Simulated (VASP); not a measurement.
Here is a VASP 6.6.1 calculation.

Contents of INCAR:

```
SYSTEM = TiAl
PREC = Accurate
ENCUT = 520
EDIFF = 1E-7
ISMEAR = 0
SIGMA = 0.1
LREAL = .False.
LASPH = .True.
NELM = 80
ALGO = Fast
ISIF = 2
LWAVE = .False.
LCHARG = .False.
GGA = PS
NBANDS = 14
```

KPOINTS

```
Automatic mesh
0
Gamma
  18 18 14
  0 0 0
```

POSCAR

```
TiAl
1.0
    2.8784751001      0.0000000000      0.0000000000
    0.0000000000      2.8784751001      0.0000000000
    0.0000000000      0.0000000000      3.9683965210
Ti Al
1 1
Direct
    0.5000000000      0.5000000000      0.5000000000
    0.0000000000      0.0000000000      0.0000000000
```

Potentials or basis: VASP PAW PBE potentials, release 64 (Ti_sv, Al).

Command:

```bash
$ cat potpaw_PBE.64/Ti_sv/POTCAR potpaw_PBE.64/Al/POTCAR > POTCAR
$ mpirun -np 1 vasp_std > vasp.out
```

Problem. Predict the band gap on the k mesh.

Solution. Zero (an odd number of electrons rules out a gap without spin polarisation).

Problem. Estimate the pressure.

Solution. -4.6 GPa.

Stress tensor (GPa, compression positive):
```
-5.68  0.00  0.00
 0.00 -5.68  0.00
 0.00  0.00 -2.40
```

Caveat: the cell differs from its parent crystal (biaxial strain in the a-b plane: +3.0 %); the cell stands under tension; the PAW data sets were made with another functional, which shifts forces and pressure a little.
